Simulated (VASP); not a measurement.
# BaTiO3 (Pm-3m) in VASP: single point with PBE

Aim: the single point of BaTiO3 with PBE.

All numbers are computed with VASP 6.6.1; they aren't measurements. Logs are shortened: lines on timing, memory, paths and dates and some standing lists are left out, and cuts for length are marked.

## 1. The cell of the first run

It takes space group Pm-3m (No. 221, cubic). Conventional cell: a = 4.098 Å, b = 4.098 Å, c = 4.098 Å, α = 90.00°, β = 90.00°, γ = 90.00°. Ba (site symmetry m-3m) has 12 O at 2.90 Å and 8 Ti at 3.55 Å within 3.8 Å. Ti (site symmetry m-3m) has 6 O at 2.05 Å within 2.7 Å. O (site symmetry 4/mmm) has 2 Ti at 2.05 Å within 2.7 Å.

## 2. Single point, PBE (13.76 Å³/atom)

INCAR reads:

```
SYSTEM = BaTiO3
ALGO = Normal ; EDIFF = 1E-6
ENCUT = 1340 ; GGA = PE
GGA_COMPAT = .False. ; ISIF = 2
ISMEAR = 0 ; LASPH = .True.
LCHARG = .False. ; LREAL = .False.
LWAVE = .False. ; NBANDS = 28
NELM = 120 ; PREC = Accurate
SIGMA = 0.02
```

KPOINTS reads:

```
k-points
0
Gamma
  8 8 8
  0 0 0
```

POSCAR reads:

```
BaTiO3
1.0
    4.0980769749      0.0000000000      0.0000000000
    0.0000000000      4.0980769749      0.0000000000
    0.0000000000      0.0000000000      4.0980769749
Ba Ti O
1 1 3
Direct
    0.5000000000      0.5000000000      0.5000000000
    0.0000000000      0.0000000000      0.0000000000
    0.5000000000      0.0000000000      0.0000000000
    0.0000000000      0.5000000000      0.0000000000
    0.0000000000      0.0000000000      0.5000000000
```

Potentials or basis: VASP PAW PBE potentials, release 64 (Ba_sv, Ti_sv, O_h).

Run with:

```sh
cat potpaw_PBE.64/Ba_sv/POTCAR potpaw_PBE.64/Ti_sv/POTCAR potpaw_PBE.64/O_h/POTCAR > POTCAR
mpirun -np 1 vasp_std > vasp.out
```

OUTCAR:

```text
SYSTEM = BaTiO3
   EDIFF = 1E-6
   ENCUT = 1340
   GGA = PE
   ISIF = 2
   ISMEAR = 0
   LASPH = .True.
   LREAL = .False.
   NELM = 120
   PREC = Accurate

 ion  position               nearest neighbor table
   1  0.500  0.500  0.500-   3 2.90   4 2.90   5 2.90   3 2.90   4 2.90   3 2.90   5 2.90   3 2.90
                             4 2.90   5 2.90   4 2.90   5 2.90   2 3.55   2 3.55   2 3.55   2 3.55
   2  0.000  0.000  0.000-   3 2.05   4 2.05   5 2.05   5 2.05   4 2.05   3 2.05   1 3.55   1 3.55
                             1 3.55   1 3.55   1 3.55   1 3.55   1 3.55   1 3.55
   3  0.500  0.000  0.000-   2 2.05   2 2.05   1 2.90   1 2.90   1 2.90   1 2.90
   4  0.000  0.500  0.000-   2 2.05   2 2.05   1 2.90   1 2.90   1 2.90   1 2.90
   5  0.000  0.000  0.500-   2 2.05   2 2.05   1 2.90   1 2.90   1 2.90   1 2.90

  LATTYP: Found a simple cubic cell.
 ALAT       =     4.0980769749

  Lattice vectors:

 A1 = (   4.0980769749,   0.0000000000,   0.0000000000)
 A2 = (   0.0000000000,   4.0980769749,   0.0000000000)
 A3 = (   0.0000000000,   0.0000000000,   4.0980769749)

Analysis of symmetry for initial positions (statically):
=====================================================================
 Subroutine PRICEL returns:
 Original cell was already a primitive cell.

 Routine SETGRP: Setting up the symmetry group for a
 simple cubic supercell.

 Subroutine GETGRP returns: Found 48 space group operations
 (whereof 48 operations were pure point group operations)
 out of a pool of 48 trial point group operations.

The static configuration has the point symmetry O_h .

Analysis of symmetry for dynamics (positions and initial velocities):
=====================================================================
 Subroutine PRICEL returns:
 Original cell was already a primitive cell.

 Routine SETGRP: Setting up the symmetry group for a
 simple cubic supercell.

 Subroutine GETGRP returns: Found 48 space group operations
 (whereof 48 operations were pure point group operations)
 out of a pool of 48 trial point group operations.

The dynamic configuration has the point symmetry O_h .

 Subroutine INISYM returns: Found 48 space group operations
 (whereof 48 operations are pure point group operations),
 and found     1 'primitive' translations

----------------------------------------------------------------------------------------

[... 99 lines left out ...]
   LREAL  =      F    real-space projection
   EDIFFG = 0.1E-04   stopping-criterion for IOM
   NSW    =      0    number of steps for IOM
   IBRION =     -1    ionic relax: 0-MD 1-quasi-New 2-CG
   NFREE  =      0    steps in history (QN), initial steepest desc. (CG)
   ISIF   =      2    stress and relaxation
   ISYM   =      2    0-nonsym 1-usesym 2-fastsym
   POTIM  = 0.5000    time-step for ionic-motion
   TEBEG  =    0.0;   TEEND  =   0.0 temperature during run
   PSTRESS=    0.0 pullay stress
   NELECT =      40.0000    total number of electrons
   NUPDOWN=      -1.0000    fix difference up-down
   EMIN   =  10.00;   EMAX   =-10.00  energy-range for DOS
   EFERMI =   0.00;   METHOD = LEGACY
   ISMEAR =     0;   SIGMA  =   0.02  broadening in eV -4-tet -1-fermi 0-gaus
   EFERMI_NEDOS =   21; number of points for ismear=-14 and -15
   IALGO  =     38    algorithm
   IMIX   =      4    mixing-type and parameters
     AMIX     =   0.40;   BMIX     =  1.00
     AMIX_MAG =   1.60;   BMIX_MAG =  1.00
  volume/ion in A,a.u.               =      13.76        92.89
  Fermi-wavevector in a.u.,A,eV,Ry     =   1.366201  2.581746 25.395358  1.866506
  Thomas-Fermi vector in A             =   2.492363
   LORBIT       =      0    0 simple, 1 ext, 2 COOP (PROOUT), +10 PAW based schemes
   GGA     = PE    functional components
   LHFCALC =     F    Hartree Fock is set to
   AEXX    =    0.0000 exact exchange contribution
   IVDW    =     0    specifies the selected vdW correction
   LEPSILON=     F    determine dielectric tensor
   LRPA    =     F    only Hartree local field effects (RPA)
 non-spin polarized calculation
 Gauss-broadening in eV      SIGMA  =   0.02
  energy-cutoff  :     1340.00
  volume of cell :       68.82
 maximum number of plane-waves:      7712
 NGX is ok and might be reduce to    50
   NGX = 25   NGY = 25   NGZ = 25

 number of electron      40.0000004 magnetization

 Free energy of the ion-electron system (eV)
  ---------------------------------------------------
  ext. energy  EPLUGINS =         0.00000000
  ---------------------------------------------------
  free energy    TOTEN  =       -39.94131880 eV

  energy without entropy =      -39.94131880  energy(sigma->0) =      -39.94131880

 E-fermi :   3.7201     XC(G=0): -10.8942

 val. band max:        3.6351116623   @ k =   0.5000   0.5000   0.5000
 cond. band min:       5.2417964153   @ k =   0.0000   0.0000   0.0000
 fundamental gap:      1.6066847531
 Fermi energy:         3.7201073104

 k-point     1 :       0.0000    0.0000    0.0000
  band No.  band energies     occupation
      1     -53.2885      2.00000
      2     -29.4649      2.00000
      3     -29.4649      2.00000
      4     -29.4649      2.00000
      5     -21.3551      2.00000
      6     -13.0828      2.00000
[... 733 lines left out ...]
     27      11.4645      0.00000
     28      12.1824      0.00000

 [... further k-points ...]

------------------------ aborting loop because EDIFF is reached ----------------------------------------

  FORCE on cell =-STRESS in cart. coord.  units (eV):
  Direction    XX          YY          ZZ          XY          YZ          ZX
  --------------------------------------------------------------------------------------
  -------------------------------------------------------------------------------------
  Total       -3.0473913     -3.0473913     -3.0473913      0.0000000      0.0000000     -0.0000000
  in kB      -70.9411899    -70.9411899    -70.9411899      0.0000000      0.0000000     -0.0000000
  external PRESSURE =     -70.9411899 kB  Pullay stress =       0.0000000 kB

 VOLUME and BASIS-vectors are now :
 -----------------------------------------------------------------------------
  energy-cutoff  :     1340.00
  volume of cell :       68.82
      direct lattice vectors                 reciprocal lattice vectors
     4.098076975  0.000000000  0.000000000     0.244016890  0.000000000  0.000000000
     0.000000000  4.098076975  0.000000000     0.000000000  0.244016890  0.000000000
     0.000000000  0.000000000  4.098076975     0.000000000  0.000000000  0.244016890

 POSITION                                       TOTAL-FORCE (eV/Angst)
 -----------------------------------------------------------------------------------
      2.04904      2.04904      2.04904         0.000000      0.000000      0.000000
      0.00000      0.00000      0.00000         0.000000      0.000000      0.000000
      2.04904      0.00000      0.00000         0.000000      0.000000      0.000000
      0.00000      2.04904      0.00000         0.000000      0.000000      0.000000
      0.00000      0.00000      2.04904         0.000000      0.000000      0.000000
 -----------------------------------------------------------------------------------
    total drift:                                0.000000      0.000000     -0.000000

  FREE ENERGIE OF THE ION-ELECTRON SYSTEM (eV)
  ---------------------------------------------------
  free  energy   TOTEN  =       -39.9413188046 eV

  energy  without entropy=      -39.9413188046  energy(sigma->0) =      -39.94131880
```

Run time: 3.7 min. Hardware: 1 thread of AMD EPYC 7R13 (Zen 3), shared host; peak memory 0.51 GiB.

What came out:

```
Free energy            : -39.9413 eV
Pressure               : -7.1 GPa
Band gap on the k mesh : 1.61 eV (least direct gap 1.81 eV)
```

Caveat: the cell stands under tension; spin-orbit coupling is left out, which moves the levels of the heavy elements. A k mesh can miss the band edges.
